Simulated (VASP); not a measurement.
# Sc (P6_3/mmc) in VASP: notebook

The runs below take Sc through single point, with r2SCAN.

Everything below comes from runs of VASP 6.6.1. Logs are shortened: lines on timing, memory, paths and dates and some standing lists are left out, and cuts for length are marked.

## (1) The cell of the first run

The structure is hexagonal, space group P6_3/mmc (No. 194). The conventional cell has a = 3.290 Å, b = 3.290 Å, c = 10.745 Å, α = 90.00°, β = 90.00°, γ = 120.00°. Within 4.3 Å of Sc (site symmetry -3m) lie 12 Sc at 3.29 Å. Within 4.3 Å of Sc (site symmetry -6m2) lie 12 Sc at 3.29 Å.

## (2) Single point, r2SCAN, collinear spin

POSCAR

```
Sc
1.0
    3.2904992563      0.0000000000      0.0000000000
   -1.6452496282      2.8496559471      0.0000000000
    0.0000000000      0.0000000000     10.7454532385
Sc
4
Direct
    0.0000000000      0.0000000000      1.0000000000
    0.0000000000      0.0000000000      0.5000000000
    0.3333333333      0.6666666667      0.2500000000
    0.6666666667      0.3333333333      0.7500000000
```

INCAR.step1

```
PREC = Accurate
ENCUT = 550
ISMEAR = -1
SIGMA = 0.05
LREAL = False
LASPH = True
NELM = 200
ISPIN = 2
MAGMOM = 0.535 0.535 0.429 0.429
LMAXMIX = 4
NBANDS = 34
GGA = PE
ALGO = Normal
EDIFF = 1E-5
LWAVE = True
LCHARG = False
GGA_COMPAT = False
KPAR = 4
```

INCAR.step2

```
PREC = Accurate
ENCUT = 550
EDIFF = 1E-6
ISMEAR = -1
SIGMA = 0.05
LREAL = False
LASPH = True
NELM = 200
ALGO = Normal
ISIF = 2
LWAVE = False
LCHARG = False
ISPIN = 2
MAGMOM = 0.535 0.535 0.429 0.429
LORBIT = 11
LMAXMIX = 4
METAGGA = R2SCAN
LMIXTAU = True
NBANDS = 34
ISTART = 1
GGA_COMPAT = False
KPAR = 4
```

KPOINTS

```
regular mesh
0
Gamma
  15 15 4
```

Potentials or basis: VASP PAW PBE potentials, release 64 (Sc_sv).

On the command line:

```console
> cat potpaw_PBE.64/Sc_sv/POTCAR > POTCAR
> cp INCAR.step1 INCAR
> mpirun -np 4 vasp_std > vasp.out
> cp INCAR.step2 INCAR
> mpirun -np 4 vasp_std > vasp.out
```

OUTCAR:

```text
PREC = Accurate
   ENCUT = 550
   EDIFF = 1E-6
   ISMEAR = -1
   LREAL = False
   LASPH = True
   NELM = 200
   ISIF = 2
   ISPIN = 2
   LORBIT = 11
   METAGGA = R2SCAN
   ISTART = 1

 ion  position               nearest neighbor table
   1  0.000  0.000  0.000-   3 3.29   4 3.29   4 3.29   3 3.29   4 3.29   3 3.29
   2  0.000  0.000  0.500-   3 3.29   4 3.29   4 3.29   3 3.29   4 3.29   3 3.29
   3  0.333  0.667  0.250-   1 3.29   2 3.29   1 3.29   2 3.29   1 3.29   2 3.29
   4  0.667  0.333  0.750-   1 3.29   2 3.29   1 3.29   2 3.29   1 3.29   2 3.29

  LATTYP: Found a hexagonal cell.
 ALAT       =     3.2904992563
 C/A-ratio  =     3.2655996557

  Lattice vectors:

 A1 = (   3.2904992563,   0.0000000000,   0.0000000000)
 A2 = (  -1.6452496282,   2.8496559471,   0.0000000000)
 A3 = (   0.0000000000,   0.0000000000,  10.7454532385)

Analysis of symmetry for initial positions (statically):
=====================================================================
 Subroutine PRICEL returns:
 Original cell was already a primitive cell.

 Routine SETGRP: Setting up the symmetry group for a
 hexagonal supercell.

 Subroutine GETGRP returns: Found 24 space group operations
 (whereof 12 operations were pure point group operations)
 out of a pool of 24 trial point group operations.

The static configuration has the point symmetry D_3d.
 The point group associated with its full space group is D_6h.

Analysis of symmetry for dynamics (positions and initial velocities):
=====================================================================
 Subroutine PRICEL returns:
 Original cell was already a primitive cell.

 Routine SETGRP: Setting up the symmetry group for a
 hexagonal supercell.

 Subroutine GETGRP returns: Found 24 space group operations
 (whereof 12 operations were pure point group operations)
 out of a pool of 24 trial point group operations.

The dynamic configuration has the point symmetry D_3d.
 The point group associated with its full space group is D_6h.

Analysis of structural, dynamic, and magnetic symmetry:
=====================================================================
 Subroutine PRICEL returns:
 Original cell was already a primitive cell.

 Routine SETGRP: Setting up the symmetry group for a
 hexagonal supercell.

 Subroutine GETGRP returns: Found 24 space group operations
 (whereof 12 operations were pure point group operations)
[... 131 lines left out ...]
   LORBIT       =     11    0 simple, 1 ext, 2 COOP (PROOUT), +10 PAW based schemes
   METAGGA = R2SCAN    functional components
   LHFCALC =     F    Hartree Fock is set to
   AEXX    =    0.0000 exact exchange contribution
   IVDW    =     0    specifies the selected vdW correction
   LEPSILON=     F    determine dielectric tensor
   LRPA    =     F    only Hartree local field effects (RPA)
 spin polarized calculation
  energy-cutoff  :      550.00
  volume of cell :      100.76
 maximum number of plane-waves:      2971
 NGX is ok and might be reduce to    28
   NGX = 13   NGY = 13   NGZ = 41

 number of electron      44.0000001 magnetization      -0.0002925

 Free energy of the ion-electron system (eV)
  ---------------------------------------------------
  ext. energy  EPLUGINS =         0.00000000
  ---------------------------------------------------
  free energy    TOTEN  =       -45.33781162 eV

  energy without entropy =      -45.27205187  energy(sigma->0) =      -45.30493175

 E-fermi :   3.6266     XC(G=0): -10.5159

 val. band max:        3.6238684111   @ k =   0.2667   0.2000   0.5000
 cond. band min:       3.6292688740   @ k =   0.3333   0.2667   0.2500
 fundamental gap:      0.0054004628
 Fermi energy:         3.6265560915

 spin component 1

 k-point     1 :       0.0000    0.0000    0.0000
  band No.  band energies     occupation
      1     -47.9829      1.00000
      2     -47.9588      1.00000
      3     -47.9500      1.00000
      4     -47.9258      1.00000
      5     -25.8081      1.00000
      6     -25.6374      1.00000
[... 877 lines left out ...]
     33       7.2957      0.00000
     34       7.3821      0.00000

 [... further k-points ...]

 spin component 2

 k-point     1 :       0.0000    0.0000    0.0000
  band No.  band energies     occupation
      1     -47.9829      1.00000
      2     -47.9588      1.00000
      3     -47.9501      1.00000
      4     -47.9259      1.00000
      5     -25.8082      1.00000
      6     -25.6374      1.00000
[... 877 lines left out ...]
     33       7.2957      0.00000
     34       7.3820      0.00000

 [... further k-points ...]

------------------------ aborting loop because EDIFF is reached ----------------------------------------

  FORCE on cell =-STRESS in cart. coord.  units (eV):
  Direction    XX          YY          ZZ          XY          YZ          ZX
  --------------------------------------------------------------------------------------
  -------------------------------------------------------------------------------------
  Total        0.2320792      0.2320792     -0.7475558     -0.0000000      0.0000000      0.0000000
  in kB        3.6903527      3.6903527    -11.8870812     -0.0000000      0.0000000      0.0000000
  external PRESSURE =      -1.5021253 kB  Pullay stress =       0.0000000 kB

 VOLUME and BASIS-vectors are now :
 -----------------------------------------------------------------------------
  energy-cutoff  :      550.00
  volume of cell :      100.76
      direct lattice vectors                 reciprocal lattice vectors
     3.290499256  0.000000000  0.000000000     0.303905250  0.175459778  0.000000000
    -1.645249628  2.849655947  0.000000000     0.000000000  0.350919556  0.000000000
     0.000000000  0.000000000 10.745453238     0.000000000  0.000000000  0.093062617

 POSITION                                       TOTAL-FORCE (eV/Angst)
 -----------------------------------------------------------------------------------
      0.00000      0.00000      0.00000        -0.000000      0.000000     -0.000000
      0.00000      0.00000      5.37273        -0.000000      0.000000     -0.000000
     -0.00000      1.89977      2.68636         0.000000      0.000000      0.000000
      1.64525      0.94989      8.05909         0.000000      0.000000      0.000000
 -----------------------------------------------------------------------------------
    total drift:                                0.000000     -0.000000      0.000000

  FREE ENERGIE OF THE ION-ELECTRON SYSTEM (eV)
  ---------------------------------------------------
  free  energy   TOTEN  =       -45.3378116226 eV

  energy  without entropy=      -45.2720518702  energy(sigma->0) =      -45.30493175

 total charge

# of ion       s       p       d       tot
------------------------------------------
    1        2.258   6.113   0.946   9.317
    2        2.258   6.113   0.946   9.317
    3        2.261   6.110   0.946   9.317
    4        2.261   6.110   0.946   9.317
--------------------------------------------------
tot          9.039  24.448   3.783  37.269

 magnetization (x)

# of ion       s       p       d       tot
------------------------------------------
    1       -0.000  -0.000  -0.000  -0.000
    2       -0.000  -0.000  -0.000  -0.000
    3        0.000  -0.000   0.000   0.000
    4        0.000  -0.000   0.000   0.000
--------------------------------------------------
tot         -0.000  -0.000  -0.000  -0.000
```

OSZICAR.step1:

```text
N       E                     dE             d eps       ncg     rms          rms(c)
DAV:   1     0.806835709691E+03    0.80684E+03   -0.19219E+04 11016   0.139E+03
DAV:   2     0.288792740828E+02   -0.77796E+03   -0.76067E+03 14368   0.623E+02
DAV:   3    -0.252763840627E+02   -0.54156E+02   -0.50602E+02 17826   0.210E+02
[... 14 lines left out ...]
DAV:  18    -0.249234309014E+02   -0.58034E-04   -0.11079E-04 12814   0.460E-02    0.245E-02
DAV:  19    -0.249236347644E+02   -0.20386E-03   -0.27633E-03 15954   0.179E-01    0.191E-02
DAV:  20    -0.249236710370E+02   -0.36273E-04   -0.29156E-04 13316   0.647E-02    0.903E-03
DAV:  21    -0.249236814482E+02   -0.10411E-04   -0.54211E-04 12612   0.749E-02    0.789E-03
DAV:  22    -0.249236851327E+02   -0.36845E-05   -0.22178E-05 12092   0.400E-02
   1 F= -.24923685E+02 E0= -.24889458E+02  d E =-.684536E-01  mag=    -0.0006
```

Run time: 11 min. Hardware: 4 MPI ranks of Intel Xeon 6975P-C (Granite Rapids), shared host; peak memory 0.6 GiB.

What came out:

```
Free energy                                           : -45.3378 eV
Pressure                                              : -0.2 GPa
Band gap on the k mesh                                : zero (filled and empty bands overlap)
Net moment                                            : 0.00 μB per cell
Valence electrons inside the program's atomic spheres : Sc 9.32
```

Levels at points of the mesh, in eV from the Fermi level:
Spin up:
| k point | band 19 | band 20 | band 21 | band 22 | band 23 | band 24 | band 25 | band 26 |
| --- | --- | --- | --- | --- | --- | --- | --- | --- |
| (0.00, 0.00, 0.00) | -3.98 | -1.78 | 0.03 | 0.85 | 0.89 | 1.68 | 1.68 | 1.73 |
| (0.00, 0.00, 0.50) | -2.57 | -2.57 | 0.29 | 0.29 | 1.50 | 1.50 | 1.77 | 1.77 |
Spin down:
```
           k point  band 20  band 21  band 22  band 23  band 24  band 25
(0.00, 0.00, 0.00)    -1.78     0.03     0.85     0.89     1.68     1.68
(0.00, 0.00, 0.50)    -2.57     0.29     0.29     1.50     1.50     1.77
```

Caveat: the PAW data sets were made with another functional, which shifts forces and pressure a little.

## (3) Single point, r2SCAN

This run uses another cell than the first one, of 25.08 Å³/atom.

POSCAR

```
Sc
1.0
    3.3116006650      0.0000000000      0.0000000000
   -1.6558003325      2.8679303031      0.0000000000
    0.0000000000      0.0000000000     10.5621710614
Sc
4
Direct
    0.0000000000      0.0000000000      0.0000000000
    0.0000000000      0.0000000000      0.5000000000
    0.3333333333      0.6666666667      0.2500000000
    0.6666666667      0.3333333333      0.7500000000
```

INCAR.step1

```
SYSTEM = Sc
PREC = Accurate
ENCUT = 520
ISMEAR = -1
SIGMA = 0.1
LREAL = .False.
LASPH = .True.
NELM = 80
NBANDS = 30
GGA = PE
ALGO = Normal
EDIFF = 1E-4
LWAVE = .True.
LCHARG = .False.
```

INCAR.step2

```
SYSTEM = Sc
PREC = Accurate
ENCUT = 520
EDIFF = 1E-6
ISMEAR = -1
SIGMA = 0.1
LREAL = .False.
LASPH = .True.
NELM = 80
ALGO = Normal
ISIF = 2
LWAVE = .False.
LCHARG = .False.
METAGGA = R2SCAN
LMIXTAU = .True.
NBANDS = 30
ISTART = 1
```

KPOINTS

```
Automatic mesh
0
Gamma
  11 11 3
  0 0 0
```

Potentials or basis: VASP PAW PBE potentials, release 64 (Sc_sv).

On the command line:

```console
> cat potpaw_PBE.64/Sc_sv/POTCAR > POTCAR
> cp INCAR.step1 INCAR
> mpirun -np 1 vasp_std > vasp.out
> cp INCAR.step2 INCAR
> mpirun -np 1 vasp_std > vasp.out
```

Wall time 5.1 min (1 thread of Intel Xeon Platinum 8488C (Sapphire Rapids), shared host); peak memory 0.28 GiB.

The run converged. Its results:

```
Free energy            : -45.4395 eV
Pressure               : 0.2 GPa
Band gap on the k mesh : zero (bands 22 and 23 overlap by 1.20 eV)
```

Levels at points of the mesh, in eV from the Fermi level:
| k point | band 17 | band 18 | band 19 | band 20 | band 21 | band 22 | band 23 | band 24 | band 25 | band 26 |
| --- | --- | --- | --- | --- | --- | --- | --- | --- | --- | --- |
| (0.00, 0.00, 0.00) | -5.51 | -3.96 | -3.93 | -1.74 | 0.21 | 0.93 | 0.98 | 1.65 | 1.65 | 1.68 |

Caveat: the PAW data sets were made with another functional, which shifts forces and pressure a little.

## (4) Single point, r2SCAN

This run uses another cell than the first one, of 25.08 Å³/atom.

POSCAR is that of step 3.

INCAR.step1

```
PREC = Accurate ; ENCUT = 520
ISMEAR = -1 ; SIGMA = 0.1
LREAL = F ; LASPH = T
NELM = 60 ; NBANDS = 30
GGA = PE ; ALGO = Normal
EDIFF = 1E-4 ; LWAVE = T
LCHARG = F
```

INCAR.step2

```
PREC = Accurate ; ENCUT = 520
EDIFF = 1E-6 ; ISMEAR = -1
SIGMA = 0.1 ; LREAL = F
LASPH = T ; NELM = 60
ALGO = Normal ; ISIF = 2
LWAVE = F ; LCHARG = F
METAGGA = R2SCAN ; LMIXTAU = T
NBANDS = 30 ; ISTART = 1
```

KPOINTS

```
Automatic mesh
0
Gamma
  14 14 4
```

On the command line:

```console
> cat potpaw_PBE.64/Sc_sv/POTCAR > POTCAR
> cp INCAR.step1 INCAR
> mpirun -np 1 vasp_std > vasp.out
> cp INCAR.step2 INCAR
> mpirun -np 1 vasp_std > vasp.out
```

It took 11 min on 1 thread of Intel Xeon Platinum 8488C (Sapphire Rapids), shared host; peak memory 0.35 GiB.

It converged, with:

```yaml
Free_energy: -45.4398 eV
Pressure: 0.2 GPa
Band_gap_on_the_k_mesh: zero (bands 22 and 23 overlap by 1.24 eV)
```

Levels at points of the mesh, in eV from the Fermi level:
```csv
k point,band 18,band 19,band 20,band 21,band 22,band 23,band 24,band 25,band 26,band 27
"(0.00, 0.00, 0.00)",-3.96,-3.93,-1.74,0.21,0.93,0.98,1.65,1.65,1.68,1.68
"(0.50, 0.00, 0.00)",-1.59,-1.29,-1.29,-0.48,-0.41,-0.27,0.10,0.98,1.23,1.59
"(0.00, 0.00, 0.50)",-5.09,-2.50,-2.50,0.39,0.39,1.61,1.61,1.75,1.75,1.75
"(0.50, 0.00, 0.50)",-1.64,-1.36,-1.36,-0.40,-0.40,-0.15,-0.15,1.27,1.27,1.59
```

Caveat: the PAW data sets were made with another functional, which shifts forces and pressure a little.

## (5) Summary

```tsv
spin	cell	k mesh	cutoff (eV)	smearing	gap on the mesh (eV)	pressure (GPa)
collinear	a = 3.290, b = 3.290, c = 10.745 Å, angles 90.0, 90.0, 120.0°, 4 atoms	15 × 15 × 4	550	fermi-dirac 0.05 eV	none	-0.2
off	a = 3.312, b = 3.312, c = 10.562 Å, angles 90.0, 90.0, 120.0°, 4 atoms	11 × 11 × 3	520	fermi-dirac 0.1 eV	none	0.2
off	a = 3.312, b = 3.312, c = 10.562 Å, angles 90.0, 90.0, 120.0°, 4 atoms	14 × 14 × 4	520	fermi-dirac 0.1 eV	none	0.2
```

Alike in all rows: task single point; level r2SCAN; potentials or basis VASP PAW PBE potentials, release 64 (Sc_sv).

Caveats: the PAW data sets were made with another functional, which shifts forces and pressure a little.

Absolute energies hang on the potentials; compare differences alone.
